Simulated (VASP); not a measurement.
# InSe in VASP: single point with PBE+D3(BJ)

Aim: the single point of InSe with PBE+D3(BJ).

Program: VASP 6.6.1. These are calculated values, not measurements. Logs are shortened: lines on timing, memory, paths and dates and some standing lists are left out, and cuts for length are marked.

**1. The cell of the first run**

The cell holds a slab with vacuum, 12 atoms: a = 4.139 Å, b = 6.296 Å, c = 26.489 Å, α = 90.00°, β = 90.00°, γ = 109.19°.

**2. Single point, PBE+D3(BJ)**

INCAR

```
SYSTEM = InSe
PREC = Accurate ; ENCUT = 520
EDIFF = 1E-6 ; ISMEAR = 0
SIGMA = 0.05 ; LREAL = .FALSE.
LASPH = .TRUE. ; NELM = 60
ALGO = Normal ; ISIF = 2
LWAVE = .FALSE. ; LCHARG = .FALSE.
LDIPOL = .TRUE. ; IDIPOL = 3
DIPOL = 0.5 0.5 0.500 ; GGA = PE
IVDW = 12 ; NBANDS = 69
ISYM = 0 ; KPAR = 4
```

KPOINTS

```
regular mesh
0
G
  9 6 1
  0 0 0
```

POSCAR

```
InSe
1.0
    4.1385277464      0.0000000000      0.0000000000
   -2.0692638732      5.9466405025      0.0000000000
    0.0000000000      0.0000000000     26.4888837055
Se In
6 6
Direct
    0.4320611287      0.8641222575      0.2831376393
    0.8362763187      0.6725526373      0.3994539752
    0.5662298524      0.1324597049      0.4418418320
    0.9704450424      0.9408900847      0.5581581680
    0.7003985761      0.4007971523      0.6005460248
    0.1046137661      0.2092275321      0.7168623607
    0.0164293008      0.0328586017      0.3382265851
    0.2519081465      0.5038162931      0.3443650294
    0.1505980245      0.3011960491      0.4969307779
    0.3860768702      0.7721537405      0.5030692221
    0.2847667482      0.5695334965      0.6556349706
    0.5202455939      0.0404911879      0.6617734149
```

Potentials or basis: VASP PAW PBE potentials, release 64 (Se, In_d).

On the command line:

```console
$ cat potpaw_PBE.64/Se/POTCAR potpaw_PBE.64/In_d/POTCAR > POTCAR
$ mpirun -np 4 vasp_std > vasp.out
```

OUTCAR:

```text
SYSTEM = InSe
   PREC = Accurate
   ENCUT = 520
   EDIFF = 1E-6
   ISMEAR = 0
   LREAL = .FALSE.
   LASPH = .TRUE.
   NELM = 60
   ISIF = 2
   GGA = PE
   IVDW = 12
   ISYM = 0
 IVDW          = 12

 ion  position               nearest neighbor table
   1  0.432  0.864  0.283-   8 2.69   7 2.72   7 2.72
   2  0.836  0.673  0.399-   7 2.69   8 2.72   8 2.72
   3  0.566  0.132  0.442-  10 2.69   9 2.72   9 2.72
   4  0.970  0.941  0.558-   9 2.69  10 2.72  10 2.72
   5  0.700  0.401  0.601-  12 2.69  11 2.72  11 2.72
   6  0.105  0.209  0.717-  11 2.69  12 2.72  12 2.72
   7  0.016  0.033  0.338-   2 2.69   1 2.72   1 2.72   8 2.81   8 3.77   8 3.77
   8  0.252  0.504  0.344-   1 2.69   2 2.72   2 2.72   7 2.81   7 3.77   7 3.77
   9  0.151  0.301  0.497-   4 2.69   3 2.72   3 2.72  10 2.81  10 3.77  10 3.77
  10  0.386  0.772  0.503-   3 2.69   4 2.72   4 2.72   9 2.81   9 3.77   9 3.77
  11  0.285  0.570  0.656-   6 2.69   5 2.72   5 2.72  12 2.81  12 3.77  12 3.77
  12  0.520  0.040  0.662-   5 2.69   6 2.72   6 2.72  11 2.81  11 3.77  11 3.77

IMPORTANT INFORMATION: All symmetrisations will be switched off!
NOSYMM: (Re-)initialisation of all symmetry stuff for point group C_1.

----------------------------------------------------------------------------------------

                                     Primitive cell

  volume of cell :     651.9003

  direct lattice vectors                    reciprocal lattice vectors
     4.138527746  0.000000000  0.000000000     0.241631822  0.084081087  0.000000000
    -2.069263873  5.946640503  0.000000000     0.000000000  0.168162175  0.000000000
     0.000000000  0.000000000 26.488883706     0.000000000  0.000000000  0.037751685

  length of vectors
     4.138527746  6.296378820 26.488883706     0.255842855  0.168162175  0.037751685

  position of ions in fractional coordinates (direct lattice)
     0.432061129  0.864122258  0.283137639
     0.836276319  0.672552637  0.399453975
     0.566229852  0.132459705  0.441841832
     0.970445042  0.940890085  0.558158168
     0.700398576  0.400797152  0.600546025
     0.104613766  0.209227532  0.716862361
     0.016429301  0.032858602  0.338226585
     0.251908146  0.503816293  0.344365029
     0.150598024  0.301196049  0.496930778
     0.386076870  0.772153741  0.503069222
     0.284766748  0.569533497  0.655634971
     0.520245594  0.040491188  0.661773415

  ion indices of the primitive-cell ions
   primitive index   ion index
                 1           1
                 2           2
                 3           3
                 4           4
                 5           5
                 6           6
                 7           7
                 8           8
                 9           9
                10          10
                11          11
                12          12

----------------------------------------------------------------------------------------

 KPOINTS: regular mesh

Automatic generation of k-mesh.
 Grid dimensions read from file:
 generate k-points for:    9    6    1

 Generating k-lattice:

  Cartesian coordinates                     Fractional coordinates (reciprocal lattice)
     0.026847980  0.009342343  0.000000000     0.111111111 -0.000000000  0.000000000
     0.000000000  0.028027029  0.000000000     0.000000000  0.166666667  0.000000000
     0.000000000  0.000000000  0.037751685     0.000000000  0.000000000  1.000000000

  Length of vectors
     0.028426984  0.028027029  0.037751685

  Shift w.r.t. Gamma in fractional coordinates (k-lattice)
     0.000000000  0.000000000  0.000000000

 -----------------------------------------------------------------------------
|                                                                             |
|           W    W    AA    RRRRR   N    N  II  N    N   GGGG   !!!           |
|           W    W   A  A   R    R  NN   N  II  NN   N  G    G  !!!           |
|           W    W  A    A  R    R  N N  N  II  N N  N  G       !!!           |
|           W WW W  AAAAAA  RRRRR   N  N N  II  N  N N  G  GGG   !            |
|           WW  WW  A    A  R   R   N   NN  II  N   NN  G    G                |
|           W    W  A    A  R    R  N    N  II  N    N   GGGG   !!!           |
|                                                                             |
|     Your reciprocal lattice and k-lattice belong to different lattice       |
|     classes:                                                                |
|                                                                             |
|        The reciprocal lattice is base centered orthorhombic,                |
|        whereas your k-lattice is simple monoclinic.                         |
|                                                                             |
|     Results are often still useful ...                                      |
|                                                                             |
 -----------------------------------------------------------------------------

 WARNING: IBZKPT: internal override: KBLOWUP is changed to .FALSE.
      ... skipping the blow-up phase ...

 Subroutine IBZKPT returns following result:
 ===========================================

 Found     28 irreducible k-points:

 Following reciprocal coordinates:
            Coordinates               Weight
  0.000000  0.000000  0.000000      1.000000
  0.111111 -0.000000  0.000000      2.000000
  0.222222 -0.000000  0.000000      2.000000
  0.333333 -0.000000  0.000000      2.000000
  0.444444 -0.000000  0.000000      2.000000
  0.000000  0.166667  0.000000      2.000000
[... 16 lines left out ...]
 -0.111111  0.333333  0.000000      2.000000
  0.000000  0.500000  0.000000      1.000000
 [... further k-points ...]
   k-points           NKPTS =     28   k-points in BZ     NKDIM =     28   number of bands    NBANDS=     69
   number of dos      NEDOS =    301   number of ions     NIONS =     12
   total plane-waves  NPLWV = 307200
   dimension x,y,z NGX =    32 NGY =   48 NGZ =  200
   dimension x,y,z NGXF=    64 NGYF=   96 NGZF=  400
   ions per type =               6   6
   NGX,Y,Z   is equivalent  to a cutoff of  12.85, 12.67, 12.55 a.u.
   NGXF,Y,Z  is equivalent  to a cutoff of  25.71, 25.35, 25.10 a.u.
 SYSTEM =  InSe
   PREC   = accura    normal or accurate (medium, high low for compatibility)
   ISTART =      0    job   : 0-new  1-cont  2-samecut
   ICHARG =      2    charge: 1-file 2-atom 10-const
   ISPIN  =      1    spin polarized calculation?
   LNONCOLLINEAR =      F non collinear calculations
   LSORBIT =      F    spin-orbit coupling
   LASPH  =      T    aspherical Exc in radial PAW
   ENCUT  =  520.0 eV  38.22 Ry    6.18 a.u.   7.69 11.71 49.25*2*pi/ulx,y,z
   NELM   =     60;   NELMIN=  2; NELMDL= -5     # of ELM steps
   EDIFF  = 0.1E-05   stopping-criterion for ELM
   LREAL  =      F    real-space projection
   EDIFFG = 0.1E-04   stopping-criterion for IOM
   NSW    =      0    number of steps for IOM
   IBRION =     -1    ionic relax: 0-MD 1-quasi-New 2-CG
   NFREE  =      0    steps in history (QN), initial steepest desc. (CG)
   ISIF   =      2    stress and relaxation
   ISYM   =      0    0-nonsym 1-usesym 2-fastsym
   POTIM  = 0.5000    time-step for ionic-motion
   TEBEG  =    0.0;   TEEND  =   0.0 temperature during run
   PSTRESS=    0.0 pullay stress
   NELECT =     114.0000    total number of electrons
   NUPDOWN=      -1.0000    fix difference up-down
   EMIN   =  10.00;   EMAX   =-10.00  energy-range for DOS
   EFERMI =   0.00;   METHOD = LEGACY
   ISMEAR =     0;   SIGMA  =   0.05  broadening in eV -4-tet -1-fermi 0-gaus
   EFERMI_NEDOS =   21; number of points for ismear=-14 and -15
   IALGO  =     38    algorithm
   IMIX   =      4    mixing-type and parameters
     AMIX     =   0.40;   BMIX     =  1.00
     AMIX_MAG =   1.60;   BMIX_MAG =  1.00
  volume/ion in A,a.u.               =      54.33       366.60
  Fermi-wavevector in a.u.,A,eV,Ry     =   0.915481  1.730008 11.403119  0.838106
  Thomas-Fermi vector in A             =   2.040227
   LORBIT       =      0    0 simple, 1 ext, 2 COOP (PROOUT), +10 PAW based schemes
   GGA     = PE    functional components
   LHFCALC =     F    Hartree Fock is set to
   AEXX    =    0.0000 exact exchange contribution
   IVDW    =    12    specifies the selected vdW correction
   LEPSILON=     F    determine dielectric tensor
   LRPA    =     F    only Hartree local field effects (RPA)
 non-spin polarized calculation
 Gauss-broadening in eV      SIGMA  =   0.05
  energy-cutoff  :      520.00
  volume of cell :      651.90
 maximum number of plane-waves:     17600
   NGX = 15   NGY = 23   NGZ = 99

 dipolmoment           0.000000      0.000000     -0.000000 electrons x Angstroem

 number of electron     114.0000000 magnetization

 dipolmoment           0.000000      0.000000      0.000000 electrons x Angstroem

 Free energy of the ion-electron system (eV)
  ---------------------------------------------------
  ext. energy  EPLUGINS =         0.00000000
  ---------------------------------------------------
  free energy    TOTEN  =       -41.87544608 eV

  energy without entropy =      -41.87544608  energy(sigma->0) =      -41.87544608

 E-fermi :  -0.3366     XC(G=0):  -5.1153

 val. band max:       -0.5650815945   @ k =   0.0000   0.3333   0.0000
 cond. band min:       0.6488478795   @ k =   0.0000   0.3333   0.0000
 fundamental gap:      1.2139294739
 Fermi energy:        -0.3366396254

 k-point     1 :       0.0000    0.0000    0.0000
  band No.  band energies     occupation
      1     -14.9758      2.00000
      2     -14.9504      2.00000
      3     -14.9495      2.00000
      4     -14.9023      2.00000
      5     -14.8913      2.00000
      6     -14.8910      2.00000
[... 1717 lines left out ...]
     68       3.7440      0.00000
     69       3.8990      0.00000

 [... further k-points ...]

------------------------ aborting loop because EDIFF is reached ----------------------------------------

 vacuum level on the upper side and lower side of the slab       (xc-potential included)        -0.152        -0.152

 Edisp (eV)   -3.31324

 E8    (eV) :    -1.5618

  FORCE on cell =-STRESS in cart. coord.  units (eV):
  Direction    XX          YY          ZZ          XY          YZ          ZX
  --------------------------------------------------------------------------------------
  -------------------------------------------------------------------------------------
  Total      -1.02960    -1.91148     0.67594     0.00092    -0.06887    -0.00056
  in kB      -2.53045    -4.69784     1.66127     0.00226    -0.16926    -0.00137
  external pressure =       -1.86 kB  Pullay stress =        0.00 kB

 VOLUME and BASIS-vectors are now :
 -----------------------------------------------------------------------------
  energy-cutoff  :      520.00
  volume of cell :      651.90
      direct lattice vectors                 reciprocal lattice vectors
     4.138527746  0.000000000  0.000000000     0.241631822  0.084081087  0.000000000
    -2.069263873  5.946640503  0.000000000     0.000000000  0.168162175  0.000000000
     0.000000000  0.000000000 26.488883706     0.000000000  0.000000000  0.037751685

 POSITION                                       TOTAL-FORCE (eV/Angst)
 -----------------------------------------------------------------------------------
     -0.00000      5.13862      7.50000        -0.000107     -0.031096     -0.014055
      2.06926      3.99943     10.58109         0.000009     -0.054603      0.104297
      2.06926      0.78769     11.70390        -0.000158      0.008407     -0.020048
      2.06926      5.59514     14.78499        -0.000179     -0.008338      0.020041
      2.06926      2.38340     15.90779        -0.000113      0.054688     -0.104318
      0.00000      1.24420     18.98888         0.000003      0.031291      0.014029
     -0.00000      0.19540      8.95924         0.000172     -0.175727     -0.256569
     -0.00000      2.99601      9.12185         0.000446      0.264503      0.133628
     -0.00000      1.79110     13.16314        -0.000185      0.043769      0.017338
     -0.00000      4.59172     13.32574        -0.000314     -0.044451     -0.017320
     -0.00000      3.38681     17.36704         0.000302     -0.264357     -0.133581
      2.06926      0.24079     17.52964         0.000122      0.175913      0.256557
 -----------------------------------------------------------------------------------
    total drift:                                0.001112     -0.000577      0.000153

  FREE ENERGIE OF THE ION-ELECTRON SYSTEM (eV)
  ---------------------------------------------------
  free  energy   TOTEN  =       -45.1886816108 eV

  energy  without entropy=      -45.1886816108  energy(sigma->0) =      -45.18868161

 vacuum level on the upper side and lower side of the slab         4.811         4.811
```

Run time: 14 min. Hardware: 4 MPI ranks of AMD EPYC 7R13 (Zen 3), shared host; peak memory 1.2 GiB.

Results:

```
Free energy                : -45.1887 eV
Largest force              : 0.311 eV/Å
Band gap on the k mesh     : 1.21 eV
Dispersion energy per atom : -0.276 eV
```

Forces on the atoms (eV/Å):
```
Se   0.000 -0.031 -0.014
Se   0.000 -0.055  0.104
Se   0.000  0.008 -0.020
Se   0.000 -0.008  0.020
Se   0.000  0.055 -0.104
Se   0.000  0.031  0.014
In   0.000 -0.176 -0.257
In   0.000  0.265  0.134
In   0.000  0.044  0.017
In   0.000 -0.044 -0.017
In   0.000 -0.264 -0.134
In   0.000  0.176  0.257
```

Levels at points of the mesh, in eV from the valence-band top:
```tsv
k point	band 53	band 54	band 55	band 56	band 57	band 58	band 59	band 60	band 61	band 62
(0.00, 0.00, 0.00)	-0.87	-0.83	-0.82	-0.71	-0.20	1.39	1.84	2.09	2.12	2.48
(0.00, 0.50, 0.00)	-0.71	-0.68	-0.23	-0.18	-0.08	1.26	1.69	2.25	2.59	2.81
```

Caveat: spin-orbit coupling is left out, which moves the levels of the heavy elements.
